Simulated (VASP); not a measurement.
# WS2 in VASP: a series of runs, part 2 of 2

VASP 6.6.1. Earlier steps stand in the parts before.

### Step 3. Single point, PBEsol+D3(BJ) (mode 4 frozen in at -0.061 Å and mode 9 at -0.098 Å (largest displacements))

File INCAR:

```
PREC     = Accurate       # precision mode
ENCUT    = 520            # plane-wave cutoff, eV
EDIFF    = 1E-7           # SCF threshold, eV
ISMEAR   = 0              # smearing method
SIGMA    = 0.05           # smearing width, eV
LREAL    = F              # projectors in reciprocal space
LASPH    = T              # aspherical terms in the spheres
NELM     = 100            # most SCF steps
ALGO     = Normal         # electronic algorithm
ISIF     = 2              # what is computed and relaxed
LWAVE    = F              # write WAVECAR
LCHARG   = F              # write CHGCAR
GGA      = PS             # functional
IVDW     = 12             # dispersion correction
NBANDS   = 20             # bands
```

File KPOINTS:

```
regular mesh
0
Gamma
  12 12 2
```

File POSCAR:

```
WS2
1.0
    3.1239380587      0.0000000000      0.0000000000
   -1.5619690294      2.7054097187      0.0000000000
    0.0000000000      0.0000000000     16.9375357456
W S
1 2
Direct
    0.3333333333      0.6666666667      0.0020180381
    0.6472040529      0.3333333333      0.9013652059
    0.6861292805      0.3333333333      0.0870628629
```

Potentials or basis: VASP PAW PBE potentials, release 64 (W_sv, S).

Started as:

```
cat potpaw_PBE.64/W_sv/POTCAR potpaw_PBE.64/S/POTCAR > POTCAR
mpirun -np 1 vasp_std > vasp.out
```

OUTCAR:

```text
PREC = Accurate
   ENCUT = 520
   EDIFF = 1E-7
   ISMEAR = 0
   LREAL = F
   LASPH = T
   NELM = 100
   ISIF = 2
   GGA = PS
   IVDW = 12
 IVDW          = 12

 ion  position               nearest neighbor table
   1  0.333  0.667  0.002-   3 2.27   3 2.31   3 2.35   2 2.44   2 2.48   2 2.52
   2  0.647  0.333  0.901-   1 2.44   1 2.48   1 2.52
   3  0.686  0.333  0.087-   1 2.27   1 2.31   1 2.35

  LATTYP: Found a hexagonal cell.
 ALAT       =     3.1239380587
 C/A-ratio  =     5.4218538996

  Lattice vectors:

 A1 = (   3.1239380587,   0.0000000000,   0.0000000000)
 A2 = (  -1.5619690294,   2.7054097187,   0.0000000000)
 A3 = (   0.0000000000,   0.0000000000,  16.9375357456)

Analysis of symmetry for initial positions (statically):
=====================================================================
 Subroutine PRICEL returns:
 Original cell was already a primitive cell.

 Routine SETGRP: Setting up the symmetry group for a
 hexagonal supercell.

 Subroutine GETGRP returns: Found  1 space group operations
 (whereof  1 operations were pure point group operations)
 out of a pool of 24 trial point group operations.

The static configuration has the point symmetry C_1 .

Analysis of symmetry for dynamics (positions and initial velocities):
=====================================================================
 Subroutine PRICEL returns:
 Original cell was already a primitive cell.

 Routine SETGRP: Setting up the symmetry group for a
 hexagonal supercell.

 Subroutine GETGRP returns: Found  1 space group operations
 (whereof  1 operations were pure point group operations)
 out of a pool of 24 trial point group operations.

The dynamic configuration has the point symmetry C_1 .

 Subroutine INISYM returns: Found  1 space group operations
[... 113 lines left out ...]
   EFERMI =   0.00;   METHOD = LEGACY
   ISMEAR =     0;   SIGMA  =   0.05  broadening in eV -4-tet -1-fermi 0-gaus
   EFERMI_NEDOS =   21; number of points for ismear=-14 and -15
   IALGO  =     38    algorithm
   IMIX   =      4    mixing-type and parameters
     AMIX     =   0.40;   BMIX     =  1.00
     AMIX_MAG =   1.60;   BMIX_MAG =  1.00
  volume/ion in A,a.u.               =      47.72       322.00
  Fermi-wavevector in a.u.,A,eV,Ry     =   0.927123  1.752009 11.694985  0.859557
  Thomas-Fermi vector in A             =   2.053159
   LORBIT       =      0    0 simple, 1 ext, 2 COOP (PROOUT), +10 PAW based schemes
   GGA     = PS    functional components
   LHFCALC =     F    Hartree Fock is set to
   AEXX    =    0.0000 exact exchange contribution
   IVDW    =    12    specifies the selected vdW correction
   LEPSILON=     F    determine dielectric tensor
   LRPA    =     F    only Hartree local field effects (RPA)
 non-spin polarized calculation
 Gauss-broadening in eV      SIGMA  =   0.05
  energy-cutoff  :      520.00
  volume of cell :      143.15
 maximum number of plane-waves:      3892
   NGX = 11   NGY = 11   NGZ = 63

 number of electron      25.9999996 magnetization

 Free energy of the ion-electron system (eV)
  ---------------------------------------------------
  ext. energy  EPLUGINS =         0.00000000
  ---------------------------------------------------
  free energy    TOTEN  =       -24.90555912 eV

  energy without entropy =      -24.90555912  energy(sigma->0) =      -24.90555912

 E-fermi :  -0.8063     XC(G=0):  -4.6377

 val. band max:       -1.0241956699   @ k =   0.0000   0.0000   0.0000
 cond. band min:       0.7177004028   @ k =  -0.1667   0.3333   0.0000
 fundamental gap:      1.7418960727
 Fermi energy:        -0.8063398346

 k-point     1 :       0.0000    0.0000    0.0000
  band No.  band energies     occupation
      1     -74.9427      2.00000
      2     -39.2526      2.00000
      3     -39.0417      2.00000
      4     -39.0259      2.00000
      5     -16.0783      2.00000
      6     -14.3197      2.00000
[... 541 lines left out ...]
     19       5.4193      0.00000
     20       6.3325      0.00000

 [... further k-points ...]

------------------------ aborting loop because EDIFF is reached ----------------------------------------

 Edisp (eV)   -0.75913

 E8    (eV) :    -0.5102

  FORCE on cell =-STRESS in cart. coord.  units (eV):
  Direction    XX          YY          ZZ          XY          YZ          ZX
  --------------------------------------------------------------------------------------
  -------------------------------------------------------------------------------------
  Total       0.77145     0.76333     0.60702     0.44230    -0.03885    -2.02729
  in kB       8.63443     8.54357     6.79398     4.95044    -0.43481   -22.69033
  external pressure =        7.99 kB  Pullay stress =        0.00 kB

 VOLUME and BASIS-vectors are now :
 -----------------------------------------------------------------------------
  energy-cutoff  :      520.00
  volume of cell :      143.15
      direct lattice vectors                 reciprocal lattice vectors
     3.123938059  0.000000000  0.000000000     0.320108780  0.184814890  0.000000000
    -1.561969029  2.705409719  0.000000000     0.000000000  0.369629780  0.000000000
     0.000000000  0.000000000 16.937535746     0.000000000  0.000000000  0.059040466

 POSITION                                       TOTAL-FORCE (eV/Angst)
 -----------------------------------------------------------------------------------
     -0.00000      1.80361      0.03418         0.412148      0.069913     -4.507265
      1.50117      0.90180     15.26691         0.455890     -0.019679      1.857635
      1.62277      0.90180      1.47463        -0.868038     -0.050234      2.649631
 -----------------------------------------------------------------------------------
    total drift:                                0.000003     -0.000001      0.000064

  FREE ENERGIE OF THE ION-ELECTRON SYSTEM (eV)
  ---------------------------------------------------
  free  energy   TOTEN  =       -25.6646897776 eV

  energy  without entropy=      -25.6646897776  energy(sigma->0) =      -25.66468978
```

Wall time 15 min (1 thread of Oxide Virtual Turin-like, shared host); peak memory 0.5 GiB.

What came out:

```yaml
Free_energy: -25.6647 eV
Largest_force: 4.527 eV/Å
Band_gap_on_the_k_mesh: 1.74 eV, indirect (least direct gap 2.03 eV)
Dispersion_energy_per_atom: -0.253 eV
```

Forces on the atoms (eV/Å):
```
W    0.412  0.070 -4.507
S    0.456 -0.020  1.858
S   -0.868 -0.050  2.650
```

Caveat: the cell differs from its parent crystal (mode 4 frozen in at -0.061 Å and mode 9 at -0.098 Å (largest displacements)); the PAW data sets were made with another functional, which shifts forces and pressure a little; spin-orbit coupling is left out, which moves the levels of the heavy elements.
